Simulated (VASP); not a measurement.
# Mg2ZrH6 (Fm-3m) in VASP: a series of runs

The runs below take Mg2ZrH6 through relaxation of cell and atoms, single point, with PBE.

All numbers are computed with VASP 6.6.1; they aren't measurements. Logs are shortened: lines on timing, memory, paths and dates and some standing lists are left out, and cuts for length are marked.

## (1) The cell of the first run

It takes space group Fm-3m (No. 225, cubic). Conventional cell: a = 7.302 Å, b = 7.302 Å, c = 7.302 Å, α = 90.00°, β = 90.00°, γ = 90.00°. Mg (site symmetry -43m) has 6 H at 1.83 Å within 2.4 Å. Zr (site symmetry m-3m) has 12 H at 2.58 Å and 8 Mg at 3.16 Å within 3.4 Å. H (site symmetry mmm) has 2 Mg at 1.83 Å within 2.4 Å.

## (2) Relaxation of cell and atoms, PBE, collinear spin, ferromagnetic start

Input file INCAR:

```
PREC = Accurate
ENCUT = 600
EDIFF = 1E-7
ISMEAR = 0
SIGMA = 0.1
LREAL = False
LASPH = True
NELM = 150
ALGO = Normal
ISIF = 3
LWAVE = False
LCHARG = False
ISPIN = 2
MAGMOM = 0 0 1.02 0 0 0 0 0 0
LORBIT = 11
LMAXMIX = 4
GGA = PE
IBRION = 2
NSW = 100
EDIFFG = -0.01
```

Input file KPOINTS:

```
Automatic mesh
0
Gamma
  10 10 10
```

Input file POSCAR:

```
Mg2ZrH6
1.0
    0.0000000000      3.6508192640      3.6508192640
    3.6508192640      0.0000000000      3.6508192640
    3.6508192640      3.6508192640      0.0000000000
Mg Zr H
2 1 6
Direct
    0.7500000000      0.7500000000      0.7500000000
    0.2500000000      0.2500000000      0.2500000000
    0.0000000000      0.0000000000      0.0000000000
    0.5000000000      0.0000000000      0.0000000000
    0.0000000000      0.5000000000      0.5000000000
    0.0000000000      0.5000000000      0.0000000000
    0.5000000000      0.0000000000      0.5000000000
    0.0000000000      0.0000000000      0.5000000000
    0.5000000000      0.5000000000      0.0000000000
```

Potentials or basis: VASP PAW PBE potentials, release 64 (Mg, Zr_sv, H).

Started as:

```bash
$ cat potpaw_PBE.64/Mg/POTCAR potpaw_PBE.64/Zr_sv/POTCAR potpaw_PBE.64/H/POTCAR > POTCAR
$ mpirun -np 1 vasp_std > vasp.out
```

OUTCAR:

```text
PREC = Accurate
   ENCUT = 600
   EDIFF = 1E-7
   ISMEAR = 0
   LREAL = False
   LASPH = True
   NELM = 150
   ISIF = 3
   ISPIN = 2
   LORBIT = 11
   GGA = PE
   IBRION = 2
   NSW = 100
   EDIFFG = -0.01

 ion  position               nearest neighbor table
   1  0.750  0.750  0.750-   4 1.83   5 1.83   6 1.83   7 1.83   8 1.83   9 1.83   3 3.16   3 3.16
                             3 3.16   3 3.16   2 3.65   2 3.65   2 3.65   2 3.65   2 3.65   2 3.65
   2  0.250  0.250  0.250-   4 1.83   5 1.83   6 1.83   7 1.83   8 1.83   9 1.83   3 3.16   3 3.16
                             3 3.16   3 3.16   1 3.65   1 3.65   1 3.65   1 3.65   1 3.65   1 3.65
   3  0.000  0.000  0.000-   1 3.16   1 3.16   1 3.16   1 3.16   2 3.16   2 3.16   2 3.16   2 3.16

   4  0.500  0.000  0.000-   1 1.83   2 1.83
   5  0.000  0.500  0.500-   1 1.83   2 1.83
   6  0.000  0.500  0.000-   1 1.83   2 1.83
   7  0.500  0.000  0.500-   1 1.83   2 1.83
   8  0.000  0.000  0.500-   1 1.83   2 1.83
   9  0.500  0.500  0.000-   1 1.83   2 1.83

  LATTYP: Found a face centered cubic cell.
 ALAT       =     7.3016385280

  Lattice vectors:

 A1 = (   0.0000000000,   3.6508192640,   3.6508192640)
 A2 = (   3.6508192640,   0.0000000000,   3.6508192640)
 A3 = (   3.6508192640,   3.6508192640,   0.0000000000)

Analysis of symmetry for initial positions (statically):
=====================================================================
 Subroutine PRICEL returns:
 Original cell was already a primitive cell.

 Routine SETGRP: Setting up the symmetry group for a
 face centered cubic supercell.

 Subroutine GETGRP returns: Found 48 space group operations
 (whereof 48 operations were pure point group operations)
 out of a pool of 48 trial point group operations.

The static configuration has the point symmetry O_h .

Analysis of symmetry for dynamics (positions and initial velocities):
=====================================================================
 Subroutine PRICEL returns:
 Original cell was already a primitive cell.

 Routine SETGRP: Setting up the symmetry group for a
 face centered cubic supercell.

 Subroutine GETGRP returns: Found 48 space group operations
 (whereof 48 operations were pure point group operations)
 out of a pool of 48 trial point group operations.

The dynamic configuration has the point symmetry O_h .

Analysis of structural, dynamic, and magnetic symmetry:
=====================================================================
 Subroutine PRICEL returns:
 Original cell was already a primitive cell.

 Routine SETGRP: Setting up the symmetry group for a
 face centered cubic supercell.

 Subroutine GETGRP returns: Found 48 space group operations
 (whereof 48 operations were pure point group operations)
 out of a pool of 48 trial point group operations.

The overall configuration has the point symmetry O_h .

 Subroutine INISYM returns: Found 48 space group operations
 (whereof 48 operations are pure point group operations),
 and found     1 'primitive' translations

----------------------------------------------------------------------------------------

                                     Primitive cell

  volume of cell :      97.3198

  direct lattice vectors                    reciprocal lattice vectors
     0.000000000  3.650819264  3.650819264    -0.136955561  0.136955561  0.136955561
     3.650819264  0.000000000  3.650819264     0.136955561 -0.136955561  0.136955561
     3.650819264  3.650819264  0.000000000     0.136955561  0.136955561 -0.136955561

  length of vectors
     5.163038117  5.163038117  5.163038117     0.237213990  0.237213990  0.237213990

  position of ions in fractional coordinates (direct lattice)
     0.750000000  0.750000000  0.750000000
     0.250000000  0.250000000  0.250000000
     0.000000000  0.000000000  0.000000000
     0.500000000  0.000000000  0.000000000
     0.000000000  0.500000000  0.500000000
     0.000000000  0.500000000  0.000000000
     0.500000000  0.000000000  0.500000000
     0.000000000  0.000000000  0.500000000
     0.500000000  0.500000000  0.000000000

  ion indices of the primitive-cell ions
   primitive index   ion index
                 1           1
                 2           2
                 3           3
                 4           4
                 5           5
                 6           6
                 7           7
                 8           8
                 9           9

----------------------------------------------------------------------------------------

 KPOINTS: Automatic mesh

Automatic generation of k-mesh.
 Grid dimensions read from file:
 generate k-points for:   10   10   10

 Generating k-lattice:

  Cartesian coordinates                     Fractional coordinates (reciprocal lattice)
    -0.013695556  0.013695556  0.013695556     0.100000000  0.000000000  0.000000000
     0.013695556 -0.013695556  0.013695556     0.000000000  0.100000000  0.000000000
     0.013695556  0.013695556 -0.013695556     0.000000000  0.000000000  0.100000000

  Length of vectors
     0.023721399  0.023721399  0.023721399

  Shift w.r.t. Gamma in fractional coordinates (k-lattice)
     0.000000000  0.000000000  0.000000000

 Subroutine IBZKPT returns following result:
 ===========================================

 Found     47 irreducible k-points:

 Following reciprocal coordinates:
            Coordinates               Weight
  0.000000  0.000000  0.000000      1.000000
  0.100000  0.000000  0.000000      8.000000
  0.200000  0.000000  0.000000      8.000000
  0.300000  0.000000  0.000000      8.000000
  0.400000  0.000000  0.000000      8.000000
  0.500000  0.000000  0.000000      4.000000
[... 16 lines left out ...]
  0.300000  0.300000  0.000000      6.000000
  0.400000  0.300000  0.000000     24.000000
 [... further k-points ...]
   k-points           NKPTS =     47   k-points in BZ     NKDIM =     47   number of bands    NBANDS=     17
   number of dos      NEDOS =    301   number of ions     NIONS =      9
   total plane-waves  NPLWV =  74088
   dimension x,y,z NGX =    42 NGY =   42 NGZ =   42
   dimension x,y,z NGXF=    84 NGYF=   84 NGZF=   84
   ions per type =               2   1   6
   NGX,Y,Z   is equivalent  to a cutoff of  13.52, 13.52, 13.52 a.u.
   NGXF,Y,Z  is equivalent  to a cutoff of  27.05, 27.05, 27.05 a.u.
 SYSTEM =  unknown system
   PREC   = accura    normal or accurate (medium, high low for compatibility)
   ISTART =      0    job   : 0-new  1-cont  2-samecut
   ICHARG =      2    charge: 1-file 2-atom 10-const
   ISPIN  =      2    spin polarized calculation?
   LNONCOLLINEAR =      F non collinear calculations
   LSORBIT =      F    spin-orbit coupling
   LASPH  =      T    aspherical Exc in radial PAW
   ENCUT  =  600.0 eV  44.10 Ry    6.64 a.u.  10.31 10.31 10.31*2*pi/ulx,y,z
   NELM   =    150;   NELMIN=  2; NELMDL= -5     # of ELM steps
   EDIFF  = 0.1E-06   stopping-criterion for ELM
   LREAL  =      F    real-space projection
   EDIFFG = -.1E-01   stopping-criterion for IOM
   NSW    =    100    number of steps for IOM
   IBRION =      2    ionic relax: 0-MD 1-quasi-New 2-CG
   NFREE  =      1    steps in history (QN), initial steepest desc. (CG)
   ISIF   =      3    stress and relaxation
   ISYM   =      2    0-nonsym 1-usesym 2-fastsym
   POTIM  = 0.5000    time-step for ionic-motion
   TEBEG  =    0.0;   TEEND  =   0.0 temperature during run
   PSTRESS=    0.0 pullay stress
   NELECT =      22.0000    total number of electrons
   NUPDOWN=      -1.0000    fix difference up-down
   EMIN   =  10.00;   EMAX   =-10.00  energy-range for DOS
   EFERMI =   0.00;   METHOD = LEGACY
   ISMEAR =     0;   SIGMA  =   0.10  broadening in eV -4-tet -1-fermi 0-gaus
   EFERMI_NEDOS =   21; number of points for ismear=-14 and -15
   IALGO  =     38    algorithm
   IMIX   =      4    mixing-type and parameters
     AMIX     =   0.40;   BMIX     =  1.00
     AMIX_MAG =   1.60;   BMIX_MAG =  1.00
  volume/ion in A,a.u.               =      10.81        72.97
  Fermi-wavevector in a.u.,A,eV,Ry     =   0.997276  1.884578 13.531804  0.994560
  Thomas-Fermi vector in A             =   2.129421
   LORBIT       =     11    0 simple, 1 ext, 2 COOP (PROOUT), +10 PAW based schemes
   GGA     = PE    functional components
   LHFCALC =     F    Hartree Fock is set to
   AEXX    =    0.0000 exact exchange contribution
   IVDW    =     0    specifies the selected vdW correction
   LEPSILON=     F    determine dielectric tensor
   LRPA    =     F    only Hartree local field effects (RPA)
 conjugate gradient relaxation of ions
 spin polarized calculation
 Gauss-broadening in eV      SIGMA  =   0.10
  energy-cutoff  :      600.00
  volume of cell :       97.32
 maximum number of plane-waves:      3287
 NGX is ok and might be reduce to    42
   NGX = 21   NGY = 21   NGZ = 21

--------------------------------------- Ionic step        1  -------------------------------------------

 number of electron      22.0000002 magnetization       1.9980132

 Free energy of the ion-electron system (eV)
  ---------------------------------------------------
  ext. energy  EPLUGINS =         0.00000000
  ---------------------------------------------------
  free energy    TOTEN  =       -30.81465938 eV

  energy without entropy =      -30.80155428  energy(sigma->0) =      -30.80810683

------------------------ aborting loop because EDIFF is reached ----------------------------------------

  FORCE on cell =-STRESS in cart. coord.  units (eV):
  Direction    XX          YY          ZZ          XY          YZ          ZX
  --------------------------------------------------------------------------------------
  -------------------------------------------------------------------------------------
  Total        0.6065134      0.6065134      0.6065134      0.0000000     -0.0000000      0.0000000
  in kB        9.9850436      9.9850436      9.9850436      0.0000000     -0.0000000      0.0000000
  external PRESSURE =       9.9850436 kB  Pullay stress =       0.0000000 kB
[... 71 lines left out ...]
  energy  without entropy=      -30.8056088014  energy(sigma->0) =      -30.81223657

--------------------------------------- Ionic step        3  -------------------------------------------

 number of electron      22.0000002 magnetization       1.9988543

 Free energy of the ion-electron system (eV)
  ---------------------------------------------------
  ext. energy  EPLUGINS =         0.00000000
  ---------------------------------------------------
  free energy    TOTEN  =       -30.81981299 eV

  energy without entropy =      -30.80642860  energy(sigma->0) =      -30.81312080

 E-fermi :   3.3928     XC(G=0):  -8.7243

 val. band max:        3.3831640754   @ k =  -0.4000   0.5000   0.1000
 cond. band min:       3.3938514403   @ k =  -0.4000   0.3000   0.1000
 fundamental gap:      0.0106873648
 Fermi energy:         3.3927712927

 spin component 1

 k-point     1 :       0.0000    0.0000    0.0000
  band No.  band energies     occupation
      1     -46.9146      1.00000
      2     -25.0009      1.00000
      3     -25.0009      1.00000
      4     -25.0009      1.00000
      5      -5.7611      1.00000
      6      -1.7122      1.00000
[... 9 lines left out ...]
     16       5.8105      0.00000
     17       5.8105      0.00000
[... 445 lines left out ...]
      3     -25.0036      1.00000
      4     -25.0034      1.00000
      5      -4.4943      1.00000
      6      -2.5421      1.00000
[... 9 lines left out ...]
     16       6.6573      0.00000
     17       7.5627      0.00000

 [... further k-points ...]

 spin component 2

 k-point     1 :       0.0000    0.0000    0.0000
  band No.  band energies     occupation
      1     -46.1102      1.00000
      2     -24.0421      1.00000
      3     -24.0421      1.00000
      4     -24.0421      1.00000
      5      -5.5448      1.00000
      6      -1.4974      1.00000
[... 9 lines left out ...]
     16       6.5179      0.00000
     17       6.7592      0.00000
[... 496 lines left out ...]
  FREE ENERGIE OF THE ION-ELECTRON SYSTEM (eV)
  ---------------------------------------------------
  free  energy   TOTEN  =       -30.8198129899 eV

  energy  without entropy=      -30.8064286005  energy(sigma->0) =      -30.81312080

 reached required accuracy - stopping structural energy minimisation

 total charge

# of ion       s       p       d       tot
------------------------------------------
    1        0.170   0.197   0.055   0.422
    2        0.170   0.197   0.055   0.422
    3        2.112   5.923   1.629   9.663
    4        0.550   0.005   0.000   0.554
    5        0.550   0.005   0.000   0.554
    6        0.550   0.005   0.000   0.554
    7        0.550   0.005   0.000   0.554
    8        0.550   0.005   0.000   0.554
    9        0.550   0.005   0.000   0.554
--------------------------------------------------
tot          5.749   6.346   1.739  13.834

 magnetization (x)

# of ion       s       p       d       tot
------------------------------------------
    1        0.000   0.006   0.004   0.010
    2        0.000   0.006   0.004   0.010
    3        0.052   0.013   1.207   1.272
    4       -0.019   0.003   0.000  -0.016
    5       -0.019   0.003   0.000  -0.016
    6       -0.019   0.003   0.000  -0.016
    7       -0.019   0.003   0.000  -0.016
    8       -0.019   0.003   0.000  -0.016
    9       -0.019   0.003   0.000  -0.016
--------------------------------------------------
tot         -0.063   0.040   1.216   1.193
```

Run time: 4.7 min. Hardware: 1 thread of Intel Xeon 6975P-C (Granite Rapids), shared host; peak memory 0.43 GiB.

Results:

```
Free energy                                           : -30.8198 eV
Relaxed volume                                        : 11.01 Å³/atom
Relaxed cell                                          : a = 5.194 Å, b = 5.194 Å, c = 5.194 Å, α = 60.00°, β = 60.00°, γ = 60.00°
Space group after relaxing (to 0.05 Å)                : Fm-3m (No. 225)
Energy gained by relaxing                             : 0.6 meV/atom
Ionic steps                                           : 3
Pressure after relaxing                               : 0.0 GPa
Band gap on the k mesh                                : zero (filled and empty bands overlap)
Net moment                                            : 2.00 μB per cell
Site moments                                          : Mg +0.01; Zr +1.27; H -0.02 μB
Valence electrons inside the program's atomic spheres : Mg 0.42; Zr 9.66; H 0.55
```

Step by step:
| step | energy change (eV) | largest force (eV/Å) | pressure (GPa) | volume (Å³) |
| --- | --- | --- | --- | --- |
| 1 | 0.0000 | 0.0000 | 1.00 | 97.32 |
| 2 | -0.0042 | 0.0000 | 0.43 | 98.27 |
| 3 | -0.0052 | 0.0000 | -0.03 | 99.06 |

Final structure:
```
Mg Zr H
1.0
     0.00000    3.67249    3.67249
     3.67249    0.00000    3.67249
     3.67249    3.67249    0.00000
Mg Zr H
2 1 6
Direct
  0.75000 0.75000 0.75000
  0.25000 0.25000 0.25000
  0.00000 0.00000 0.00000
  0.50000 0.00000 0.00000
  0.00000 0.50000 0.50000
  0.00000 0.50000 0.00000
  0.50000 0.00000 0.50000
  0.00000 0.00000 0.50000
  0.50000 0.50000 0.00000
```

Levels at points of the mesh, in eV from the Fermi level:
Spin up:
```tsv
k point	band 10	band 11	band 12	band 13	band 14	band 15
(0.00, 0.00, 0.00)	-3.31	1.33	2.05	2.05	2.38	2.42
(0.50, 0.00, 0.00)	-3.73	-0.96	-0.30	-0.30	2.28	2.28
(0.50, 0.50, 0.00)	-2.18	-0.90	-0.52	-0.52	-0.03	2.41
```
Spin down:
| k point | band 8 | band 9 | band 10 | band 11 | band 12 | band 13 |
| --- | --- | --- | --- | --- | --- | --- |
| (0.00, 0.00, 0.00) | -4.89 | -3.07 | -3.07 | 1.50 | 3.05 | 3.05 |
| (0.50, 0.00, 0.00) | -4.28 | -3.68 | -3.68 | 0.09 | 0.90 | 0.90 |
| (0.50, 0.50, 0.00) | -4.79 | -4.79 | -2.25 | 0.13 | 0.63 | 0.63 |

[end of part 1 of 2]
